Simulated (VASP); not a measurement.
# Mg (I4/mmm) in VASP: notebook, part 3 of 3

VASP 6.6.1. Earlier steps stand in the parts before.

### 5 Single point, PBEsol

This run uses another cell than the first one, of 24.55 Å³/atom.

INCAR reads:

```
SYSTEM = Mg
  ALGO = Normal
  EDIFF = 1E-6
  ENCUT = 520
  GGA = PS
  ISIF = 2
  ISMEAR = 0
  LASPH = .TRUE.
  LCHARG = .FALSE.
  LREAL = .FALSE.
  LWAVE = .FALSE.
  NBANDS = 7
  NELM = 80
  PREC = Accurate
  SIGMA = 0.15
```

KPOINTS reads:

```
k-points
0
G
  18 18 18
  0 0 0
```

POSCAR reads:

```
Mg
1.0
   -1.8644500000      1.8644500000      1.7659500000
    1.8644500000     -1.8644500000      1.7659500000
    1.8644500000      1.8644500000     -1.7659500000
Mg
1
Direct
    0.0000000000      0.0000000000      0.0000000000
```

Potentials or basis: VASP PAW PBE potentials, release 64 (Mg).

Launch:

```console
$ cat potpaw_PBE.64/Mg/POTCAR > POTCAR
$ mpirun -np 1 vasp_std > vasp.out
```

OUTCAR:

```text
SYSTEM = Mg
   EDIFF = 1E-6
   ENCUT = 520
   GGA = PS
   ISIF = 2
   ISMEAR = 0
   LASPH = .TRUE.
   LREAL = .FALSE.
   NELM = 80
   PREC = Accurate

 ion  position               nearest neighbor table
   1  0.000  0.000  0.000-

  LATTYP: Found a body centered tetragonal cell.
 ALAT       =     3.7289000000
 C/A-ratio  =     0.9471694065

  Lattice vectors:

 A1 = (  -1.8644500000,   1.8644500000,   1.7659500000)
 A2 = (   1.8644500000,  -1.8644500000,   1.7659500000)
 A3 = (   1.8644500000,   1.8644500000,  -1.7659500000)

Analysis of symmetry for initial positions (statically):
=====================================================================
 Subroutine PRICEL returns:
 Original cell was already a primitive cell.

 Routine SETGRP: Setting up the symmetry group for a
 body centered tetragonal supercell.

 Subroutine GETGRP returns: Found 16 space group operations
 (whereof 16 operations were pure point group operations)
 out of a pool of 16 trial point group operations.

The static configuration has the point symmetry D_4h.

Analysis of symmetry for dynamics (positions and initial velocities):
=====================================================================
 Subroutine PRICEL returns:
 Original cell was already a primitive cell.

 Routine SETGRP: Setting up the symmetry group for a
 body centered tetragonal supercell.

 Subroutine GETGRP returns: Found 16 space group operations
 (whereof 16 operations were pure point group operations)
 out of a pool of 16 trial point group operations.

The dynamic configuration has the point symmetry D_4h.

 Subroutine INISYM returns: Found 16 space group operations
 (whereof 16 operations are pure point group operations),
 and found     1 'primitive' translations

----------------------------------------------------------------------------------------

                                     Primitive cell

  volume of cell :      24.5550

  direct lattice vectors                    reciprocal lattice vectors
    -1.864450000  1.864450000  1.765950000     0.000000000  0.268175601  0.283133724
     1.864450000 -1.864450000  1.765950000     0.268175601  0.000000000  0.283133724
     1.864450000  1.864450000 -1.765950000     0.268175601  0.268175601  0.000000000

  length of vectors
     3.173472390  3.173472390  3.173472390     0.389978024  0.389978024  0.379257573

  position of ions in fractional coordinates (direct lattice)
     0.000000000  0.000000000  0.000000000

  ion indices of the primitive-cell ions
   primitive index   ion index
                 1           1

----------------------------------------------------------------------------------------

 KPOINTS: k-points

Automatic generation of k-mesh.
 Grid dimensions read from file:
 generate k-points for:   18   18   18

 Generating k-lattice:

  Cartesian coordinates                     Fractional coordinates (reciprocal lattice)
     0.000000000  0.014898645  0.015729651     0.055555556  0.000000000 -0.000000000
     0.014898645  0.000000000  0.015729651     0.000000000  0.055555556 -0.000000000
     0.014898645  0.014898645  0.000000000     0.000000000  0.000000000  0.055555556

  Length of vectors
     0.021665446  0.021665446  0.021069865

  Shift w.r.t. Gamma in fractional coordinates (k-lattice)
     0.000000000  0.000000000  0.000000000

 Subroutine IBZKPT returns following result:
 ===========================================

 Found    480 irreducible k-points:

 Following reciprocal coordinates:
            Coordinates               Weight
  0.000000  0.000000  0.000000      1.000000
  0.055556 -0.000000  0.000000      8.000000
  0.111111 -0.000000  0.000000      8.000000
  0.166667 -0.000000  0.000000      8.000000
  0.222222  0.000000 -0.000000      8.000000
  0.277778  0.000000 -0.000000      8.000000
[... 16 lines left out ...]
 -0.277778  0.055556  0.000000     16.000000
 -0.222222  0.055556  0.000000     16.000000
 [... further k-points ...]
   k-points           NKPTS =    480   k-points in BZ     NKDIM =    480   number of bands    NBANDS=      7
   number of dos      NEDOS =    301   number of ions     NIONS =      1
   total plane-waves  NPLWV =  13824
   dimension x,y,z NGX =    24 NGY =   24 NGZ =   24
   dimension x,y,z NGXF=    48 NGYF=   48 NGZF=   48
   ions per type =               1
   NGX,Y,Z   is equivalent  to a cutoff of  12.57, 12.57, 12.57 a.u.
   NGXF,Y,Z  is equivalent  to a cutoff of  25.15, 25.15, 25.15 a.u.
 SYSTEM =  Mg
   PREC   = accura    normal or accurate (medium, high low for compatibility)
   ISTART =      0    job   : 0-new  1-cont  2-samecut
   ICHARG =      2    charge: 1-file 2-atom 10-const
   ISPIN  =      1    spin polarized calculation?
   LNONCOLLINEAR =      F non collinear calculations
   LSORBIT =      F    spin-orbit coupling
   LASPH  =      T    aspherical Exc in radial PAW
   ENCUT  =  520.0 eV  38.22 Ry    6.18 a.u.   5.90  5.90  5.90*2*pi/ulx,y,z
   NELM   =     80;   NELMIN=  2; NELMDL= -5     # of ELM steps
   EDIFF  = 0.1E-05   stopping-criterion for ELM
   LREAL  =      F    real-space projection
   EDIFFG = 0.1E-04   stopping-criterion for IOM
   NSW    =      0    number of steps for IOM
   IBRION =     -1    ionic relax: 0-MD 1-quasi-New 2-CG
   NFREE  =      0    steps in history (QN), initial steepest desc. (CG)
   ISIF   =      2    stress and relaxation
   ISYM   =      2    0-nonsym 1-usesym 2-fastsym
   POTIM  = 0.5000    time-step for ionic-motion
   TEBEG  =    0.0;   TEEND  =   0.0 temperature during run
   PSTRESS=    0.0 pullay stress
   NELECT =       2.0000    total number of electrons
   NUPDOWN=      -1.0000    fix difference up-down
   EMIN   =  10.00;   EMAX   =-10.00  energy-range for DOS
   EFERMI =   0.00;   METHOD = LEGACY
   ISMEAR =     0;   SIGMA  =   0.15  broadening in eV -4-tet -1-fermi 0-gaus
   EFERMI_NEDOS =   21; number of points for ismear=-14 and -15
   IALGO  =     38    algorithm
   IMIX   =      4    mixing-type and parameters
     AMIX     =   0.40;   BMIX     =  1.00
     AMIX_MAG =   1.60;   BMIX_MAG =  1.00
  volume/ion in A,a.u.               =      24.55       165.71
  Fermi-wavevector in a.u.,A,eV,Ry     =   0.709640  1.341026  6.851747  0.503589
  Thomas-Fermi vector in A             =   1.796276
   LORBIT       =      0    0 simple, 1 ext, 2 COOP (PROOUT), +10 PAW based schemes
   GGA     = PS    functional components
   LHFCALC =     F    Hartree Fock is set to
   AEXX    =    0.0000 exact exchange contribution
   IVDW    =     0    specifies the selected vdW correction
   LEPSILON=     F    determine dielectric tensor
   LRPA    =     F    only Hartree local field effects (RPA)
 non-spin polarized calculation
 Gauss-broadening in eV      SIGMA  =   0.15
  energy-cutoff  :      520.00
  volume of cell :       24.55
 maximum number of plane-waves:       680
   NGX = 11   NGY = 11   NGZ = 11

 number of electron       2.0000000 magnetization

 Free energy of the ion-electron system (eV)
  ---------------------------------------------------
  ext. energy  EPLUGINS =         0.00000000
  ---------------------------------------------------
  free energy    TOTEN  =        -1.67797182 eV

  energy without entropy =       -1.67242913  energy(sigma->0) =       -1.67520048

 E-fermi :   2.2662     XC(G=0):  -8.3282

 val. band max:        2.2654053843   @ k =  -0.4444   0.5000   0.2778
 cond. band min:       2.2726000385   @ k =  -0.3889  -0.3889   0.1111
 fundamental gap:      0.0071946542
 Fermi energy:         2.2662351003

 k-point     1 :       0.0000    0.0000    0.0000
  band No.  band energies     occupation
      1      -4.3882      2.00000
      2      14.1541      0.00000
      3      15.2038      0.00000
      4      15.2038      0.00000
      5      16.1170      0.00000
      6      16.1170      0.00000
      7      16.1969      0.00000
[... 221 lines left out ...]
 k-point    24 :      -0.2222    0.0556    0.0000
  band No.  band energies     occupation
      1      -3.4866      2.00000
      2       9.7532      0.00000
      3      11.0765      0.00000
      4      12.8485      0.00000
      5      13.7864      0.00000
      6      15.6787      0.00000
      7      17.4268      0.00000

 [... further k-points ...]

------------------------ aborting loop because EDIFF is reached ----------------------------------------

  FORCE on cell =-STRESS in cart. coord.  units (eV):
  Direction    XX          YY          ZZ          XY          YZ          ZX
  --------------------------------------------------------------------------------------
  -------------------------------------------------------------------------------------
  Total       -0.4251671     -0.4251671     -0.4085834      0.0000000      0.0000000      0.0000000
  in kB      -27.7415279    -27.7415279    -26.6594636      0.0000000      0.0000000      0.0000000
  external PRESSURE =     -27.3808398 kB  Pullay stress =       0.0000000 kB

 VOLUME and BASIS-vectors are now :
 -----------------------------------------------------------------------------
  energy-cutoff  :      520.00
  volume of cell :       24.55
      direct lattice vectors                 reciprocal lattice vectors
    -1.864450000  1.864450000  1.765950000     0.000000000  0.268175601  0.283133724
     1.864450000 -1.864450000  1.765950000     0.268175601  0.000000000  0.283133724
     1.864450000  1.864450000 -1.765950000     0.268175601  0.268175601  0.000000000

 POSITION                                       TOTAL-FORCE (eV/Angst)
 -----------------------------------------------------------------------------------
      0.00000      0.00000      0.00000         0.000000      0.000000     -0.000000
 -----------------------------------------------------------------------------------
    total drift:                                0.000000      0.000000      0.000000

  FREE ENERGIE OF THE ION-ELECTRON SYSTEM (eV)
  ---------------------------------------------------
  free  energy   TOTEN  =        -1.6779718220 eV

  energy  without entropy=       -1.6724291317  energy(sigma->0) =       -1.67520048
```

Run time: 12 s. Hardware: 1 thread of Intel Xeon 6975P-C (Granite Rapids), shared host; peak memory 0.2 GiB.

Results:

```yaml
Free_energy: -1.6780 eV
Pressure: -2.7 GPa
Band_gap_on_the_k_mesh: zero (bands 1 and 2 overlap by 4.44 eV)
```

Caveat: the PAW data sets were made with another functional, which shifts forces and pressure a little.

### 6 The runs side by side

```csv
cell,gap on the mesh (eV),pressure (GPa)
"a = 3.114 Å, angles 110.3, 110.3, 107.8°, 1 atom",none,-1.2
"a = 3.124 Å, angles 108.6, 108.6, 111.1°, 1 atom",none,-1.5
"a = 3.163 Å, angles 109.6, 109.6, 109.1°, 1 atom",none,-2.6
"a = 3.173 Å, angles 108.0, 108.0, 112.4°, 1 atom",none,-2.7
```

Alike in all rows: task single point; level PBEsol; potentials or basis VASP PAW PBE potentials, release 64 (Mg); no spin polarisation; k mesh 18 × 18 × 18; cutoff (eV) 520; smearing gaussian 0.15 eV.

Caveats: the PAW data sets were made with another functional, which shifts forces and pressure a little.

Total energies depend on the potentials used, so only differences within one code and one set of settings carry meaning.
